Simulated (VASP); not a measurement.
# Ir (Fm-3m) in VASP: notebook

The runs below take Ir through single point, relaxation of cell and atoms, with PBE.

All numbers are computed with VASP 6.6.1; they aren't measurements. Logs are shortened: lines on timing, memory, paths and dates and some standing lists are left out, and cuts for length are marked.

## (1) The cell of the first run

Symmetry: Fm-3m, No. 225, cubic system. Conventional cell: a = 3.871 Å, b = 3.871 Å, c = 3.871 Å, α = 90.00°, β = 90.00°, γ = 90.00°. Ir (site symmetry m-3m) has 12 Ir at 2.74 Å within 3.6 Å.

## (2) Single point, PBE

Contents of INCAR:

```
SYSTEM = Ir
  PREC = Accurate
  ENCUT = 520
  EDIFF = 1E-6
  ISMEAR = 1
  SIGMA = 0.15
  LREAL = .False.
  LASPH = .True.
  NELM = 80
  ALGO = Normal
  ISIF = 2
  LWAVE = .False.
  LCHARG = .False.
  GGA = PE
  NBANDS = 10
```

Contents of KPOINTS:

```
regular mesh
0
Gamma
  19 19 19
  0 0 0
```

Contents of POSCAR:

```
Ir
1.0
    2.7372211413      0.0000000000      0.0000000000
    1.3686105706      2.3705030441      0.0000000000
    1.3686105706      0.7901676814      2.2349317031
Ir
1
Direct
    0.0000000000      0.0000000000      0.0000000000
```

Potentials or basis: VASP PAW PBE potentials, release 64 (Ir).

Run with:

```sh
$ cat potpaw_PBE.64/Ir/POTCAR > POTCAR
$ mpirun -np 1 vasp_std > vasp.out
```

OUTCAR:

```text
SYSTEM = Ir
   PREC = Accurate
   ENCUT = 520
   EDIFF = 1E-6
   ISMEAR = 1
   LREAL = .False.
   LASPH = .True.
   NELM = 80
   ISIF = 2
   GGA = PE

 ion  position               nearest neighbor table
   1  0.000  0.000  0.000-

  LATTYP: Found a face centered cubic cell.
 ALAT       =     3.8710152612

  Lattice vectors:

 A1 = (   2.7372211413,   0.0000000000,   0.0000000000)
 A2 = (   1.3686105706,   2.3705030441,   0.0000000000)
 A3 = (   1.3686105706,   0.7901676814,   2.2349317031)

Analysis of symmetry for initial positions (statically):
=====================================================================
 Subroutine PRICEL returns:
 Original cell was already a primitive cell.

 Routine SETGRP: Setting up the symmetry group for a
 face centered cubic supercell.

 Subroutine GETGRP returns: Found 48 space group operations
 (whereof 48 operations were pure point group operations)
 out of a pool of 48 trial point group operations.

The static configuration has the point symmetry O_h .

Analysis of symmetry for dynamics (positions and initial velocities):
=====================================================================
 Subroutine PRICEL returns:
 Original cell was already a primitive cell.

 Routine SETGRP: Setting up the symmetry group for a
 face centered cubic supercell.

 Subroutine GETGRP returns: Found 48 space group operations
 (whereof 48 operations were pure point group operations)
 out of a pool of 48 trial point group operations.

The dynamic configuration has the point symmetry O_h .

 Subroutine INISYM returns: Found 48 space group operations
 (whereof 48 operations are pure point group operations),
 and found     1 'primitive' translations

----------------------------------------------------------------------------------------

                                     Primitive cell

  volume of cell :      14.5016

  direct lattice vectors                    reciprocal lattice vectors
     2.737221141  0.000000000  0.000000000     0.365334019 -0.210925694 -0.149146989
     1.368610571  2.370503044  0.000000000     0.000000000  0.421851388 -0.149146989
     1.368610571  0.790167681  2.234931703     0.000000000  0.000000000  0.447440966

  length of vectors
     2.737221141  2.737221141  2.737221141     0.447440966  0.447440966  0.447440966

  position of ions in fractional coordinates (direct lattice)
     0.000000000  0.000000000  0.000000000

  ion indices of the primitive-cell ions
   primitive index   ion index
                 1           1

----------------------------------------------------------------------------------------

 KPOINTS: regular mesh

Automatic generation of k-mesh.
 Grid dimensions read from file:
 generate k-points for:   19   19   19

 Generating k-lattice:

  Cartesian coordinates                     Fractional coordinates (reciprocal lattice)
     0.019228106 -0.011101352 -0.007849842     0.052631579  0.000000000  0.000000000
     0.000000000  0.022202705 -0.007849842     0.000000000  0.052631579  0.000000000
     0.000000000  0.000000000  0.023549525     0.000000000  0.000000000  0.052631579

  Length of vectors
     0.023549525  0.023549525  0.023549525

  Shift w.r.t. Gamma in fractional coordinates (k-lattice)
     0.000000000  0.000000000  0.000000000

 Subroutine IBZKPT returns following result:
 ===========================================

 Found    220 irreducible k-points:

 Following reciprocal coordinates:
            Coordinates               Weight
  0.000000  0.000000  0.000000      1.000000
  0.052632  0.000000  0.000000      8.000000
  0.105263  0.000000  0.000000      8.000000
  0.157895 -0.000000 -0.000000      8.000000
  0.210526 -0.000000 -0.000000      8.000000
  0.263158 -0.000000 -0.000000      8.000000
[... 16 lines left out ...]
 -0.315789  0.052632  0.000000     24.000000
 -0.263158  0.052632  0.000000     24.000000
 [... further k-points ...]
   k-points           NKPTS =    220   k-points in BZ     NKDIM =    220   number of bands    NBANDS=     10
   number of dos      NEDOS =    301   number of ions     NIONS =      1
   total plane-waves  NPLWV =   8000
   dimension x,y,z NGX =    20 NGY =   20 NGZ =   20
   dimension x,y,z NGXF=    40 NGYF=   40 NGZF=   40
   ions per type =               1
   NGX,Y,Z   is equivalent  to a cutoff of  12.15, 12.15, 12.15 a.u.
   NGXF,Y,Z  is equivalent  to a cutoff of  24.29, 24.29, 24.29 a.u.
 SYSTEM =  Ir
   PREC   = accura    normal or accurate (medium, high low for compatibility)
   ISTART =      0    job   : 0-new  1-cont  2-samecut
   ICHARG =      2    charge: 1-file 2-atom 10-const
   ISPIN  =      1    spin polarized calculation?
   LNONCOLLINEAR =      F non collinear calculations
   LSORBIT =      F    spin-orbit coupling
   LASPH  =      T    aspherical Exc in radial PAW
   ENCUT  =  520.0 eV  38.22 Ry    6.18 a.u.   5.09  5.09  5.09*2*pi/ulx,y,z
   NELM   =     80;   NELMIN=  2; NELMDL= -5     # of ELM steps
   EDIFF  = 0.1E-05   stopping-criterion for ELM
   LREAL  =      F    real-space projection
   EDIFFG = 0.1E-04   stopping-criterion for IOM
   NSW    =      0    number of steps for IOM
   IBRION =     -1    ionic relax: 0-MD 1-quasi-New 2-CG
   NFREE  =      0    steps in history (QN), initial steepest desc. (CG)
   ISIF   =      2    stress and relaxation
   ISYM   =      2    0-nonsym 1-usesym 2-fastsym
   POTIM  = 0.5000    time-step for ionic-motion
   TEBEG  =    0.0;   TEEND  =   0.0 temperature during run
   PSTRESS=    0.0 pullay stress
   NELECT =       9.0000    total number of electrons
   NUPDOWN=      -1.0000    fix difference up-down
   EMIN   =  10.00;   EMAX   =-10.00  energy-range for DOS
   EFERMI =   0.00;   METHOD = LEGACY
   ISMEAR =     1;   SIGMA  =   0.15  broadening in eV -4-tet -1-fermi 0-gaus
   EFERMI_NEDOS =   21; number of points for ismear=-14 and -15
   IALGO  =     38    algorithm
   IMIX   =      4    mixing-type and parameters
     AMIX     =   0.40;   BMIX     =  1.00
     AMIX_MAG =   1.60;   BMIX_MAG =  1.00
  volume/ion in A,a.u.               =      14.50        97.86
  Fermi-wavevector in a.u.,A,eV,Ry     =   1.396424  2.638860 26.531378  1.950001
  Thomas-Fermi vector in A             =   2.519780
   LORBIT       =      0    0 simple, 1 ext, 2 COOP (PROOUT), +10 PAW based schemes
   GGA     = PE    functional components
   LHFCALC =     F    Hartree Fock is set to
   AEXX    =    0.0000 exact exchange contribution
   IVDW    =     0    specifies the selected vdW correction
   LEPSILON=     F    determine dielectric tensor
   LRPA    =     F    only Hartree local field effects (RPA)
 non-spin polarized calculation
 Methfessel and Paxton  Order N= 1 SIGMA  =   0.15
  energy-cutoff  :      520.00
  volume of cell :       14.50
 maximum number of plane-waves:       399
   NGX = 11   NGY = 11   NGZ = 11

 number of electron       9.0000000 magnetization

 Free energy of the ion-electron system (eV)
  ---------------------------------------------------
  ext. energy  EPLUGINS =         0.00000000
  ---------------------------------------------------
  free energy    TOTEN  =        -8.84312225 eV

  energy without entropy =       -8.84144631  energy(sigma->0) =       -8.84256361

 E-fermi :   9.9607     XC(G=0): -13.8405

 val. band max:        9.9593493348   @ k =   0.4737   0.3684  -0.0000
 cond. band min:       9.9697495625   @ k =  -0.1579   0.1579   0.0000
 fundamental gap:      0.0104002277
 Fermi energy:         9.9607236742

 k-point     1 :       0.0000    0.0000    0.0000
  band No.  band energies     occupation
      1      -0.8730      2.00000
      2       6.2424      2.00000
      3       6.2424      2.00000
      4       6.2424      2.00000
      5       8.8277      2.00000
      6       8.8277      2.00000
      7      24.3525      0.00000
      8      29.7929      0.00000
      9      29.7929      0.00000
     10      29.7929      0.00000

 k-point     2 :       0.0526    0.0000    0.0000
  band No.  band energies     occupation
      1      -0.7527      2.00000
      2       6.1785      2.00000
      3       6.2946      2.00000
      4       6.2946      2.00000
      5       8.7943      2.00000
      6       8.7943      2.00000
      7      24.5589      0.00000
      8      29.1206      0.00000
      9      29.9886      0.00000
     10      29.9886      0.00000

 k-point     3 :       0.1053    0.0000    0.0000
  band No.  band energies     occupation
      1      -0.4021      2.00000
      2       6.0116      2.00000
      3       6.4336      2.00000
      4       6.4336      2.00000
      5       8.7185      2.00000
      6       8.7185      2.00000
      7      25.1312      0.00000
      8      27.7665      0.00000
      9      30.5591      0.00000
     10      30.5591      0.00000

 k-point     4 :       0.1579   -0.0000   -0.0000
  band No.  band energies     occupation
      1       0.1423      2.00000
      2       5.8114      2.00000
      3       6.5994      2.00000
      4       6.5994      2.00000
      5       8.6765      2.00000
      6       8.6765      2.00000
      7      25.8691      0.00000
      8      26.3379      0.00000
      9      31.4546      0.00000
     10      31.4546      0.00000

 k-point     5 :       0.2105   -0.0000   -0.0000
  band No.  band energies     occupation
      1       0.8037      2.00000
      2       5.6900      2.00000
      3       6.6920      2.00000
      4       6.6920      2.00000
      5       8.7840      2.00000
      6       8.7840      2.00000
      7      24.7829      0.00000
      8      26.5894      0.00000
      9      32.5774      0.00000
     10      32.5774      0.00000

 k-point     6 :       0.2632   -0.0000   -0.0000
  band No.  band energies     occupation
      1       1.4433      2.00000
      2       5.8074      2.00000
      3       6.6482      2.00000
      4       6.6482      2.00000
      5       9.1080      2.00000
      6       9.1080      2.00000
      7      23.2745      0.00000
      8      26.5173      0.00000
      9      33.5487      0.00000
     10      33.5491      0.00000

 k-point     7 :       0.3158   -0.0000   -0.0000
  band No.  band energies     occupation
      1       1.8910      2.00000
      2       6.3275      2.00000
      3       6.5099      2.00000
      4       6.5099      2.00000
      5       9.5893      2.00258
      6       9.5893      2.00258
      7      21.6430      0.00000
      8      25.7273      0.00000
      9      32.7449      0.00000
     10      32.7449      0.00000

 k-point     8 :       0.3684   -0.0000   -0.0000
  band No.  band energies     occupation
      1       2.0924      2.00000
      2       6.3514      2.00000
      3       6.3514      2.00000
      4       7.2528      2.00000
      5      10.1100     -0.04928
      6      10.1100     -0.04928
      7      19.8980      0.00000
      8      24.8535      0.00000
      9      31.3227      0.00000
     10      31.3227      0.00000

 k-point     9 :       0.4211   -0.0000   -0.0000
  band No.  band energies     occupation
      1       2.1422      2.00000
      2       6.2236      2.00000
      3       6.2236      2.00000
      4       8.3449      2.00000
      5      10.5504     -0.00000
      6      10.5504     -0.00000
      7      18.2548      0.00000
      8      24.2347      0.00000
      9      30.2242      0.00000
     10      30.2242      0.00000
[... 118 lines left out ...]
 k-point    19 :       0.4737    0.0526   -0.0000
  band No.  band energies     occupation
      1       2.2439      2.00000
      2       6.0671      2.00000
      3       6.2645      2.00000
      4       8.5012      2.00000
      5      10.8340     -0.00000
      6      11.1683     -0.00000
      7      17.3863      0.00000
      8      24.1898      0.00000
      9      29.4467      0.00000
     10      29.7064      0.00000

 k-point    20 :      -0.4737    0.0526    0.0000
  band No.  band energies     occupation
      1       2.2423      2.00000
      2       6.0536      2.00000
      3       6.2282      2.00000
      4       8.7769      2.00000
      5      10.7903     -0.00000
      6      11.4358     -0.00000
      7      16.9670      0.00000
      8      24.0937      0.00000
      9      29.2351      0.00000
     10      29.5454      0.00000

 k-point    21 :      -0.4211    0.0526    0.0000
  band No.  band energies     occupation
      1       2.2467      2.00000
      2       6.1157      2.00000
      3       6.2634      2.00000
      4       8.3099      2.00000
      5      10.4925     -0.00001
      6      11.2332     -0.00000
      7      17.7812      0.00000
      8      24.2886      0.00000
      9      29.3254      0.00000
     10      30.2263      0.00000

 k-point    22 :      -0.3684    0.0526    0.0000
  band No.  band energies     occupation
      1       2.2251      2.00000
      2       6.2417      2.00000
      3       6.3663      2.00000
      4       7.3770      2.00000
      5      10.0072      0.50229
      6      10.7921     -0.00000
      7      19.3391      0.00000
      8      24.7807      0.00000
      9      29.9232      0.00000
     10      31.4309      0.00000

 k-point    23 :      -0.3158    0.0526    0.0000
  band No.  band energies     occupation
      1       2.0900      2.00000
      2       6.3575      2.00000
      3       6.4860      2.00000
      4       6.5194      2.00000
      5       9.4359      2.00001
      6      10.2565     -0.01751
      7      21.1215      0.00000
      8      25.5564      0.00000
      9      30.8510      0.00000
     10      33.0594      0.00000

 k-point    24 :      -0.2632    0.0526    0.0000
  band No.  band energies     occupation
      1       1.7260      2.00000
      2       5.7989      2.00000
      3       6.5917      2.00000
      4       6.6818      2.00000
      5       8.8928      2.00000
      6       9.7127      2.04124
      7      22.8341      0.00000
      8      26.4271      0.00000
      9      31.7673      0.00000
     10      33.2727      0.00000

 [... further k-points ...]
[... 5 lines left out ...]
  --------------------------------------------------------------------------------------
  -------------------------------------------------------------------------------------
  Total        0.0485152      0.0485152      0.0485152     -0.0000000      0.0000000     -0.0000000
  in kB        5.3601111      5.3601111      5.3601111     -0.0000000      0.0000000     -0.0000000
  external PRESSURE =       5.3601111 kB  Pullay stress =       0.0000000 kB

 VOLUME and BASIS-vectors are now :
 -----------------------------------------------------------------------------
  energy-cutoff  :      520.00
  volume of cell :       14.50
      direct lattice vectors                 reciprocal lattice vectors
     2.737221141  0.000000000  0.000000000     0.365334019 -0.210925694 -0.149146989
     1.368610571  2.370503044  0.000000000     0.000000000  0.421851388 -0.149146989
     1.368610571  0.790167681  2.234931703     0.000000000  0.000000000  0.447440966

 POSITION                                       TOTAL-FORCE (eV/Angst)
 -----------------------------------------------------------------------------------
      0.00000      0.00000      0.00000        -0.000000     -0.000000      0.000000
 -----------------------------------------------------------------------------------
    total drift:                               -0.000000      0.000000      0.000000

  FREE ENERGIE OF THE ION-ELECTRON SYSTEM (eV)
  ---------------------------------------------------
  free  energy   TOTEN  =        -8.8431222549 eV

  energy  without entropy=       -8.8414463116  energy(sigma->0) =       -8.84256361
```

Wall time 12 s (1 thread of Intel Xeon 6975P-C (Granite Rapids), shared host); peak memory 0.15 GiB.

Results:

| Property | Result |
| --- | --- |
| Free energy | -8.8431 eV |
| Pressure | 0.5 GPa |

Caveat: spin-orbit coupling is left out, which moves the levels of the heavy elements.

## (3) Relaxation of cell and atoms, PBE

This run uses another cell than the first one, of 14.06 Å³/atom, 0.969 times its volume.

Contents of INCAR:

```
  PREC = Accurate
  ENCUT = 600
  EDIFF = 1E-7
  ISMEAR = 1
  SIGMA = 0.15
  LREAL = False
  LASPH = True
  NELM = 60
  ALGO = Normal
  ISIF = 3
  LWAVE = False
  LCHARG = False
  GGA = PE
  IBRION = 2
  NSW = 80
  EDIFFG = -0.01
```

Contents of KPOINTS:

```
regular mesh
0
Gamma
  19 19 19
```

Contents of POSCAR:

```
Ir
1.0
    2.7090680000      0.0000000000      0.0000000000
    1.3545340000      2.3461217086      0.0000000000
    1.3545340000      0.7820405695      2.2119447595
Ir
1
Direct
    0.0000000000      0.0000000000      0.0000000000
```

Potentials or basis: VASP PAW PBE potentials, release 64 (Ir).

Run with:

```sh
$ cat potpaw_PBE.64/Ir/POTCAR > POTCAR
$ mpirun -np 1 vasp_std > vasp.out
```

It took 34 s on 1 thread of Intel Xeon 6975P-C (Granite Rapids), shared host; peak memory 0.18 GiB.

The run converged. Its results:

| Item | Value |
| --- | --- |
| Free energy | -8.8434 eV |
| Relaxed volume | 14.53 Å³/atom |
| Relaxed cell | a = 2.739 Å, b = 2.739 Å, c = 2.739 Å, α = 60.00°, β = 60.00°, γ = 60.00° |
| Space group after relaxing (to 0.05 Å) | Fm-3m (No. 225) |
| Energy gained by relaxing | 17.5 meV/atom |
| Ionic steps | 4 |
| Pressure after relaxing | -0.1 GPa |

The path:
| step | energy change (eV) | largest force (eV/Å) | pressure (GPa) | volume (Å³) |
| --- | --- | --- | --- | --- |
| 1 | 0.0000 | 0.0000 | 12.45 | 14.06 |
| 2 | 0.1871 | 0.0000 | -30.85 | 16.40 |
| 3 | -0.0175 | 0.0000 | -0.62 | 14.55 |
| 4 | -0.0175 | 0.0000 | -0.05 | 14.53 |

Final structure:
```
Ir
1.0
     2.73898    0.00000    0.00000
     1.36949    2.37202    0.00000
     1.36949    0.79067    2.23636
Ir
1
Direct
  0.00000 0.00000 0.00000
```

Levels at points of the mesh, in eV from the Fermi level:
```csv
k point,band 1,band 2,band 3,band 4,band 5,band 6,band 7,band 8
"(0.00, 0.00, 0.00)",-10.81,-3.71,-3.71,-3.71,-1.13,-1.13,14.40,19.82
```

Caveat: spin-orbit coupling is left out, which moves the levels of the heavy elements. PBE usually gives volumes a little too large and moduli too small.
